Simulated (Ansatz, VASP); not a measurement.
# In in VASP and in Ansatz

```
In
1.0
     3.36556    0.00000    0.00000
    -1.68278    2.91466    0.00000
     0.00000    0.00000    8.59203
In
3
Direct
  0.66667 0.33333 0.68039
  0.66667 0.33333 0.31961
  0.00000 0.00000 0.00000
```

Alike in both runs: functional PBE; k mesh 12 × 12 × 6; occupations gaussian, width 0.1 eV; no spin polarisation.

Ansatz relaxed the structure, and its values are those at the end. VASP's run is a single point on that final structure, the one shown.

```csv
,VASP,Ansatz
version,VASP 6.6.1,Ansatz 0.2.0
potentials or method,"VASP PAW PBE potentials, release 64 (In_d), cutoff 520 eV","scalar-relativistic, plane waves, PAW"
valence electrons in the cell,39,39
```

|  | VASP | Ansatz | Ansatz less VASP |
| --- | --- | --- | --- |
| gap on the k mesh at the Fermi level (eV) | none | none | - |
| pressure (GPa) | 0.0 | 0.0 | +0.04 |

A gap of «none» marks a metal or a gap that the smearing closes. The functional is the same, so the differences come from potentials, cutoffs and numerics.
